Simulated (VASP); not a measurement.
# Mo3W (Pm-3m) in VASP: further runs

Mo3W is run at these levels: PBE; tasks: single point, relaxation of cell and atoms.

Everything below comes from runs of VASP 6.6.1. Logs are shortened: lines on timing, memory, paths and dates and some standing lists are left out, and cuts for length are marked.

**1. The cell of the first run**

It takes space group Pm-3m (No. 221, cubic). Conventional cell: a = 4.018 Å, b = 4.018 Å, c = 4.018 Å, α = 90.00°, β = 90.00°, γ = 90.00°. Within 3.7 Å of Mo (site symmetry 4/mmm) lie 8 Mo at 2.84 Å and 4 W at 2.84 Å. W (site symmetry m-3m) has 12 Mo at 2.84 Å within 3.7 Å.

**2. Single point, PBE**

Contents of INCAR:

```
ALGO     = Normal         # electronic algorithm
EDIFF    = 1E-6           # SCF threshold, eV
ENCUT    = 520            # plane-wave cutoff, eV
GGA      = PE             # functional
ISIF     = 2              # what is computed and relaxed
ISMEAR   = 0              # smearing method
LASPH    = T              # aspherical terms in the spheres
LCHARG   = T              # write CHGCAR
LELF     = T              # ELF
LREAL    = F              # projectors in reciprocal space
LVHAR    = T            
LWAVE    = F              # write WAVECAR
NBANDS   = 36             # bands
NELM     = 80             # most SCF steps
PREC     = Accurate       # precision mode
SIGMA    = 0.1            # smearing width, eV
```

Contents of KPOINTS:

```
k-points
0
Gamma
  4 4 4
```

Contents of POSCAR:

```
Mo3W
1.0
    4.0180092772      0.0000000000      0.0000000000
    0.0000000000      4.0180092772      0.0000000000
    0.0000000000      0.0000000000      4.0180092772
Mo W
3 1
Direct
    0.0000000000      0.5000000000      0.5000000000
    0.5000000000      0.0000000000      0.5000000000
    0.5000000000      0.5000000000      0.0000000000
    0.0000000000      0.0000000000      0.0000000000
```

Potentials or basis: VASP PAW PBE potentials, release 64 (Mo_sv, W_sv).

Started as:

```sh
$ cat potpaw_PBE.64/Mo_sv/POTCAR potpaw_PBE.64/W_sv/POTCAR > POTCAR
$ mpirun -np 1 vasp_std > vasp.out
```

OUTCAR:

```text
EDIFF = 1E-6
   ENCUT = 520
   GGA = PE
   ISIF = 2
   ISMEAR = 0
   LASPH = T
   LREAL = F
   NELM = 80
   PREC = Accurate

 ion  position               nearest neighbor table
   1  0.000  0.500  0.500-   2 2.84   3 2.84   4 2.84   3 2.84   4 2.84   2 2.84   4 2.84   4 2.84
                             2 2.84   3 2.84   3 2.84   2 2.84
   2  0.500  0.000  0.500-   1 2.84   3 2.84   4 2.84   3 2.84   4 2.84   1 2.84   3 2.84   3 2.84
                             1 2.84   4 2.84   4 2.84   1 2.84
   3  0.500  0.500  0.000-   1 2.84   2 2.84   4 2.84   1 2.84   2 2.84   2 2.84   4 2.84   2 2.84
                             1 2.84   4 2.84   1 2.84   4 2.84
   4  0.000  0.000  0.000-   1 2.84   2 2.84   3 2.84   1 2.84   2 2.84   1 2.84   3 2.84   1 2.84
                             2 2.84   3 2.84   2 2.84   3 2.84

  LATTYP: Found a simple cubic cell.
 ALAT       =     4.0180092772

  Lattice vectors:

 A1 = (   4.0180092772,   0.0000000000,   0.0000000000)
 A2 = (   0.0000000000,   4.0180092772,   0.0000000000)
 A3 = (   0.0000000000,   0.0000000000,   4.0180092772)

Analysis of symmetry for initial positions (statically):
=====================================================================
 Subroutine PRICEL returns:
 Original cell was already a primitive cell.

 Routine SETGRP: Setting up the symmetry group for a
 simple cubic supercell.

 Subroutine GETGRP returns: Found 48 space group operations
 (whereof 48 operations were pure point group operations)
 out of a pool of 48 trial point group operations.

The static configuration has the point symmetry O_h .

Analysis of symmetry for dynamics (positions and initial velocities):
=====================================================================
 Subroutine PRICEL returns:
 Original cell was already a primitive cell.

 Routine SETGRP: Setting up the symmetry group for a
 simple cubic supercell.

 Subroutine GETGRP returns: Found 48 space group operations
 (whereof 48 operations were pure point group operations)
 out of a pool of 48 trial point group operations.

The dynamic configuration has the point symmetry O_h .

 Subroutine INISYM returns: Found 48 space group operations
 (whereof 48 operations are pure point group operations),
 and found     1 'primitive' translations

----------------------------------------------------------------------------------------

                                     Primitive cell

  volume of cell :      64.8683

  direct lattice vectors                    reciprocal lattice vectors
     4.018009277  0.000000000  0.000000000     0.248879465  0.000000000  0.000000000
     0.000000000  4.018009277  0.000000000     0.000000000  0.248879465  0.000000000
     0.000000000  0.000000000  4.018009277     0.000000000  0.000000000  0.248879465

  length of vectors
     4.018009277  4.018009277  4.018009277     0.248879465  0.248879465  0.248879465

  position of ions in fractional coordinates (direct lattice)
     0.000000000  0.500000000  0.500000000
     0.500000000  0.000000000  0.500000000
     0.500000000  0.500000000  0.000000000
     0.000000000  0.000000000  0.000000000

  ion indices of the primitive-cell ions
   primitive index   ion index
                 1           1
                 2           2
                 3           3
                 4           4

----------------------------------------------------------------------------------------

 KPOINTS: k-points

Automatic generation of k-mesh.
 Grid dimensions read from file:
 generate k-points for:    4    4    4

 Generating k-lattice:

  Cartesian coordinates                     Fractional coordinates (reciprocal lattice)
     0.062219866  0.000000000  0.000000000     0.250000000  0.000000000  0.000000000
     0.000000000  0.062219866  0.000000000     0.000000000  0.250000000  0.000000000
     0.000000000  0.000000000  0.062219866     0.000000000  0.000000000  0.250000000

  Length of vectors
     0.062219866  0.062219866  0.062219866

  Shift w.r.t. Gamma in fractional coordinates (k-lattice)
     0.000000000  0.000000000  0.000000000

 Subroutine IBZKPT returns following result:
 ===========================================

 Found     10 irreducible k-points:

 Following reciprocal coordinates:
            Coordinates               Weight
  0.000000  0.000000  0.000000      1.000000
  0.250000  0.000000  0.000000      6.000000
  0.500000  0.000000  0.000000      3.000000
  0.250000  0.250000  0.000000     12.000000
  0.500000  0.250000  0.000000     12.000000
  0.500000  0.500000  0.000000      3.000000
  0.250000  0.250000  0.250000      8.000000
  0.500000  0.250000  0.250000     12.000000
  0.500000  0.500000  0.250000      6.000000
  0.500000  0.500000  0.500000      1.000000
   k-points           NKPTS =     10   k-points in BZ     NKDIM =     10   number of bands    NBANDS=     36
   number of dos      NEDOS =    301   number of ions     NIONS =      4
   total plane-waves  NPLWV =  27000
[... 70 lines left out ...]

 k-point     1 :       0.0000    0.0000    0.0000
  band No.  band energies     occupation
      1     -62.2419      2.00000
      2     -49.3109      2.00000
      3     -49.0982      2.00000
      4     -49.0982      2.00000
      5     -26.4959      2.00000
      6     -26.4959      2.00000
[... 28 lines left out ...]
     35      15.8651      0.00000
     36      15.8651      0.00000

 k-point     2 :       0.2500    0.0000    0.0000
  band No.  band energies     occupation
      1     -62.2417      2.00000
      2     -49.2844      2.00000
      3     -49.1256      2.00000
      4     -49.0979      2.00000
      5     -26.4836      2.00000
      6     -26.4836      2.00000
[... 28 lines left out ...]
     35      14.7738      0.00000
     36      15.2207      0.00000

 k-point     3 :       0.5000    0.0000    0.0000
  band No.  band energies     occupation
      1     -62.2416      2.00000
      2     -49.2414      2.00000
      3     -49.1693      2.00000
      4     -49.0975      2.00000
      5     -26.4712      2.00000
      6     -26.4712      2.00000
[... 28 lines left out ...]
     35      14.1670      0.00000
     36      14.6104      0.00000

 k-point     4 :       0.2500    0.2500    0.0000
  band No.  band energies     occupation
      1     -62.2416      2.00000
      2     -49.2606      2.00000
      3     -49.1338      2.00000
      4     -49.1134      2.00000
      5     -26.4939      2.00000
      6     -26.4723      2.00000
[... 28 lines left out ...]
     35      14.6427      0.00000
     36      14.8413      0.00000

 k-point     5 :       0.5000    0.2500    0.0000
  band No.  band energies     occupation
      1     -62.2414      2.00000
      2     -49.2201      2.00000
      3     -49.1692      2.00000
      4     -49.1184      2.00000
      5     -26.4828      2.00000
      6     -26.4780      2.00000
[... 28 lines left out ...]
     35      14.6723      0.00000
     36      14.9894      0.00000

 k-point     6 :       0.5000    0.5000    0.0000
  band No.  band energies     occupation
      1     -62.2412      2.00000
      2     -49.1691      2.00000
      3     -49.1691      2.00000
      4     -49.1691      2.00000
      5     -26.4941      2.00000
      6     -26.4941      2.00000
[... 28 lines left out ...]
     35      13.3598      0.00000
     36      13.3598      0.00000

 k-point     7 :       0.2500    0.2500    0.2500
  band No.  band energies     occupation
      1     -62.2414      2.00000
      2     -49.2405      2.00000
      3     -49.1334      2.00000
      4     -49.1334      2.00000
      5     -26.4980      2.00000
      6     -26.4980      2.00000
[... 28 lines left out ...]
     35      15.4567      0.00000
     36      15.8801      0.00000

 k-point     8 :       0.5000    0.2500    0.2500
  band No.  band energies     occupation
      1     -62.2412      2.00000
      2     -49.2049      2.00000
      3     -49.1689      2.00000
      4     -49.1329      2.00000
      5     -26.5022      2.00000
      6     -26.4962      2.00000
[... 28 lines left out ...]
     35      14.9241      0.00000
     36      15.1139      0.00000

 k-point     9 :       0.5000    0.5000    0.2500
  band No.  band energies     occupation
      1     -62.2411      2.00000
      2     -49.1686      2.00000
      3     -49.1686      2.00000
      4     -49.1686      2.00000
      5     -26.5142      2.00000
      6     -26.5142      2.00000
[... 28 lines left out ...]
     35      14.6752      0.00000
     36      14.6893      0.00000

 k-point    10 :       0.5000    0.5000    0.5000
  band No.  band energies     occupation
      1     -62.2410      2.00000
      2     -49.1681      2.00000
      3     -49.1681      2.00000
      4     -49.1681      2.00000
      5     -26.5341      2.00000
      6     -26.5341      2.00000
[... 28 lines left out ...]
     35      15.2923      0.00000
     36      15.7450      0.00000

------------------------ aborting loop because EDIFF is reached ----------------------------------------

  FORCE on cell =-STRESS in cart. coord.  units (eV):
  Direction    XX          YY          ZZ          XY          YZ          ZX
  --------------------------------------------------------------------------------------
  -------------------------------------------------------------------------------------
  Total        0.2143784      0.2143784      0.2143784     -0.0000000     -0.0000000     -0.0000000
  in kB        5.2949120      5.2949120      5.2949120     -0.0000000     -0.0000000     -0.0000000
  external PRESSURE =       5.2949120 kB  Pullay stress =       0.0000000 kB

 VOLUME and BASIS-vectors are now :
 -----------------------------------------------------------------------------
  energy-cutoff  :      520.00
  volume of cell :       64.87
      direct lattice vectors                 reciprocal lattice vectors
     4.018009277  0.000000000  0.000000000     0.248879465  0.000000000  0.000000000
     0.000000000  4.018009277  0.000000000     0.000000000  0.248879465  0.000000000
     0.000000000  0.000000000  4.018009277     0.000000000  0.000000000  0.248879465

 POSITION                                       TOTAL-FORCE (eV/Angst)
 -----------------------------------------------------------------------------------
      0.00000      2.00900      2.00900         0.000000      0.000000      0.000000
      2.00900      0.00000      2.00900         0.000000      0.000000      0.000000
      2.00900      2.00900      0.00000         0.000000      0.000000      0.000000
      0.00000      0.00000      0.00000         0.000000      0.000000      0.000000
 -----------------------------------------------------------------------------------
    total drift:                                0.000000      0.000000     -0.000000

  FREE ENERGIE OF THE ION-ELECTRON SYSTEM (eV)
  ---------------------------------------------------
  free  energy   TOTEN  =       -43.8901590976 eV

  energy  without entropy=      -43.8562841457  energy(sigma->0) =      -43.87322162
```

Wall time 15 s (1 thread of Intel Xeon 6975P-C (Granite Rapids), shared host); peak memory 0.17 GiB.

Results:

| Property | Result |
| --- | --- |
| Free energy | -43.8902 eV |
| Pressure | 0.5 GPa |
| Band gap on the k mesh | zero (band 28 reaches 13.41 eV, above the bottom of band 29 at 11.08 eV) |

Levels at points of the mesh, in eV from the Fermi level:
| k point | band 25 | band 26 | band 27 | band 28 | band 29 | band 30 | band 31 | band 32 |
| --- | --- | --- | --- | --- | --- | --- | --- | --- |
| (0.00, 0.00, 0.00) | -0.61 | -0.61 | 2.12 | 2.12 | 3.81 | 3.81 | 3.81 | 3.97 |
| (0.50, 0.00, 0.00) | -1.73 | -1.73 | 0.09 | 0.09 | 1.22 | 1.22 | 1.31 | 1.44 |
| (0.50, 0.50, 0.00) | -1.69 | -1.69 | -1.63 | -1.62 | 0.61 | 0.61 | 0.63 | 1.03 |
| (0.50, 0.50, 0.50) | -0.79 | -0.79 | -0.74 | -0.74 | 1.32 | 1.32 | 1.32 | 1.55 |

Caveat: the k points lie up to 0.39 Å⁻¹ apart; spin-orbit coupling is left out, which moves the levels of the heavy elements.

**3. Single point, PBE**

This run uses another cell than the first one, of 14.71 Å³/atom, 0.907 times its volume.

Contents of INCAR:

```
SYSTEM = Mo3W
ALGO = Normal
EDIFF = 1E-6
ENCUT = 520
GGA = PE
ISIF = 2
ISMEAR = 0
LASPH = .True.
LCHARG = .False.
LREAL = .False.
LWAVE = .False.
NBANDS = 36
NELM = 100
PREC = Accurate
SIGMA = 0.1
```

Contents of KPOINTS:

```
k-points
0
Gamma
  6 6 6
  0 0 0
```

Contents of POSCAR:

```
Mo3W
1.0
    3.8892602292      0.0000000000      0.0000000000
    0.0000000000      3.8892602292      0.0000000000
    0.0000000000      0.0000000000      3.8892602292
Mo W
3 1
Direct
    0.0000000000      0.5000000000      0.5000000000
    0.5000000000      0.0000000000      0.5000000000
    0.5000000000      0.5000000000      0.0000000000
    0.0000000000      0.0000000000      0.0000000000
```

Potentials or basis: VASP PAW PBE potentials, release 64 (Mo_sv, W_sv).

Started as:

```sh
$ cat potpaw_PBE.64/Mo_sv/POTCAR potpaw_PBE.64/W_sv/POTCAR > POTCAR
$ mpirun -np 1 vasp_std > vasp.out
```

Wall time 22 s (1 thread of Intel Xeon 6975P-C (Granite Rapids), shared host); peak memory 0.18 GiB.

Results (log left out):

* Free energy: -43.4941 eV
* Pressure: 29.5 GPa
* Band gap on the k mesh: zero (band 28 reaches 15.20 eV, above the bottom of band 29 at 12.64 eV)

Levels at points of the mesh, in eV from the Fermi level:
```csv
k point,band 25,band 26,band 27,band 28,band 29,band 30,band 31,band 32
"(0.00, 0.00, 0.00)",-0.78,-0.78,2.36,2.36,4.42,4.42,4.42,4.52
"(0.50, 0.00, 0.00)",-1.95,-1.95,0.06,0.09,1.33,1.33,1.39,1.52
"(0.50, 0.50, 0.00)",-1.98,-1.98,-1.95,-1.86,0.60,0.60,0.60,1.01
"(0.50, 0.50, 0.50)",-1.01,-1.01,-0.98,-0.98,1.64,1.64,1.64,1.92
```

Caveat: spin-orbit coupling is left out, which moves the levels of the heavy elements.

**4. Relaxation of cell and atoms, PBE**

This run uses another cell than the first one, of 14.71 Å³/atom, 0.907 times its volume.

Contents of INCAR:

```
SYSTEM = Mo3W
PREC = Accurate
ENCUT = 600
EDIFF = 1E-6
ISMEAR = 0
SIGMA = 0.1
LREAL = .False.
LASPH = .True.
NELM = 80
ALGO = Normal
ISIF = 3
LWAVE = .False.
LCHARG = .False.
GGA = PE
IBRION = 2
NSW = 90
EDIFFG = -0.04
```

Contents of KPOINTS:

```
regular mesh
0
Gamma
  4 4 4
  0 0 0
```

POSCAR is that of step 3.

Started as:

```sh
$ cat potpaw_PBE.64/Mo_sv/POTCAR potpaw_PBE.64/W_sv/POTCAR > POTCAR
$ mpirun -np 1 vasp_std > vasp.out
```

Wall time 44 s (1 thread of Intel Xeon 6975P-C (Granite Rapids), shared host); peak memory 0.19 GiB.

Results (log left out):

- Free energy: -43.8853 eV
- Relaxed volume: 16.26 Å³/atom
- Relaxed cell: a = 4.022 Å, b = 4.022 Å, c = 4.022 Å, α = 90.00°, β = 90.00°, γ = 90.00°
- Space group after relaxing (to 0.05 Å): Pm-3m (No. 221)
- Energy gained by relaxing: 130.7 meV/atom
- Ionic steps: 4
- Pressure after relaxing: -0.2 GPa
- Band gap on the k mesh: zero (band 28 reaches 13.36 eV, above the bottom of band 29 at 11.04 eV)

The path:
```
step  energy change (eV)  largest force (eV/Å)  pressure (GPa)  volume (Å³)
   1              0.0000                0.0000           29.19        58.83
   2              2.4142                0.0000          -37.68        84.72
   3             -0.5187                0.0000           -2.18        65.58
   4             -0.5227                0.0000           -0.19        65.04
```

Final structure:
```
CELL_PARAMETERS angstrom
4.02158 0.00000 0.00000
0.00000 4.02158 0.00000
0.00000 0.00000 4.02158
ATOMIC_POSITIONS crystal
Mo 0.00000 0.50000 0.50000
Mo 0.50000 0.00000 0.50000
Mo 0.50000 0.50000 0.00000
W 0.00000 0.00000 0.00000
```

Levels at points of the mesh, in eV from the Fermi level:
```
           k point  band 26  band 27  band 28  band 29  band 30  band 31
(0.00, 0.00, 0.00)    -0.61     2.11     2.11     3.80     3.80     3.80
(0.50, 0.00, 0.00)    -1.72     0.09     0.09     1.22     1.22     1.31
(0.50, 0.50, 0.00)    -1.68    -1.62    -1.61     0.61     0.61     0.63
(0.50, 0.50, 0.50)    -0.79    -0.74    -0.74     1.31     1.31     1.31
```

Caveat: the k points lie up to 0.39 Å⁻¹ apart in the final cell; spin-orbit coupling is left out, which moves the levels of the heavy elements.

**5. Single point, PBE**

This run uses another cell than the first one, of 16.13 Å³/atom, 0.995 times its volume.

Contents of INCAR:

```
PREC = Accurate
ENCUT = 520
EDIFF = 1E-6
ISMEAR = 0
SIGMA = 0.1
LREAL = F
LASPH = T
NELM = 60
ALGO = Fast
ISIF = 2
LWAVE = F
LCHARG = T
GGA = PE
LELF = T
LVHAR = T
NBANDS = 36
```

Contents of KPOINTS:

```
regular mesh
0
Gamma
  12 12 12
```

Contents of POSCAR:

```
Mo3W
1.0
    4.0111265161      0.0000000000      0.0000000000
    0.0000000000      4.0111265161      0.0000000000
    0.0000000000      0.0000000000      4.0111265161
Mo W
3 1
Direct
    0.0000000000      0.5000000000      0.5000000000
    0.5000000000      0.0000000000      0.5000000000
    0.5000000000      0.5000000000      0.0000000000
    0.0000000000      0.0000000000      0.0000000000
```

Started as:

```sh
$ cat potpaw_PBE.64/Mo_sv/POTCAR potpaw_PBE.64/W_sv/POTCAR > POTCAR
$ mpirun -np 1 vasp_std > vasp.out
```

Wall time 83 s (1 thread of Intel Xeon 6975P-C (Granite Rapids), shared host); peak memory 0.27 GiB.

Results (log left out):

```yaml
Free_energy: -44.0126 eV
Pressure: 0.5 GPa
Band_gap_on_the_k_mesh: zero (band 28 reaches 13.55 eV, above the bottom of band 29 at 11.05 eV)
```

Levels at points of the mesh, in eV from the Fermi level:
| k point | band 26 | band 27 | band 28 | band 29 | band 30 | band 31 |
| --- | --- | --- | --- | --- | --- | --- |
| (0.00, 0.00, 0.00) | -0.66 | 2.10 | 2.10 | 3.79 | 3.79 | 3.79 |
| (0.50, 0.00, 0.00) | -1.79 | 0.04 | 0.04 | 1.20 | 1.20 | 1.27 |
| (0.50, 0.50, 0.00) | -1.75 | -1.71 | -1.66 | 0.58 | 0.58 | 0.58 |
| (0.50, 0.50, 0.50) | -0.84 | -0.81 | -0.81 | 1.26 | 1.26 | 1.26 |

Caveat: spin-orbit coupling is left out, which moves the levels of the heavy elements.

**6. Overview**

```tsv
task	cell	k mesh	cutoff (eV)	gap on the mesh (eV)	pressure (GPa)
single point	a = 4.018 Å, 4 atoms	4 × 4 × 4	520	none	0.5
single point	a = 3.889 Å, 4 atoms	6 × 6 × 6	520	none	29.5
relaxation of cell and atoms	relaxed from a = 3.889 Å, 4 atoms	4 × 4 × 4	600	none	-0.2
single point	a = 4.011 Å, 4 atoms	12 × 12 × 12	520	none	0.5
```

Alike in all rows: level PBE; potentials or basis VASP PAW PBE potentials, release 64 (Mo_sv, W_sv); no spin polarisation; smearing gaussian 0.1 eV.

Caveats: some runs use coarse meshes; spin-orbit coupling is left out, which moves the levels of the heavy elements.

Absolute energies hang on the potentials; compare differences alone.
